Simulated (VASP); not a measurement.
Here is a VASP 6.6.1 calculation.

The input INCAR:

```
PREC = Accurate
ENCUT = 520
EDIFF = 1E-6
ISMEAR = -1
SIGMA = 0.1
LREAL = False
LASPH = True
NELM = 60
ALGO = Normal
ISIF = 2
LWAVE = False
LCHARG = False
GGA = PE
NBANDS = 20
```

File KPOINTS:

```
Automatic mesh
0
Gamma
  7 7 9
```

Contents of POSCAR:

```
K
1.0
    7.8448084782      0.0000000000      0.0000000000
   -3.9224042391      6.7938034299      0.0000000000
    0.0000000000      0.0000000000      4.6787811425
K
3
Direct
    1.0000000000      1.0000000000      0.0000000000
    0.3333333333      0.6666666667      0.5000000000
    0.6666666667      0.3333333333      0.5000000000
```

Potentials or basis: VASP PAW PBE potentials, release 64 (K_sv).

The run is started by

```sh
$ cat potpaw_PBE.64/K_sv/POTCAR > POTCAR
$ mpirun -np 1 vasp_std > vasp.out
```

Problem. Predict the pressure.

Solution. -0.3 GPa.

Problem. What does it give for the band gap on the k mesh?

Solution. Zero (an odd number of electrons rules out a gap without spin polarisation).
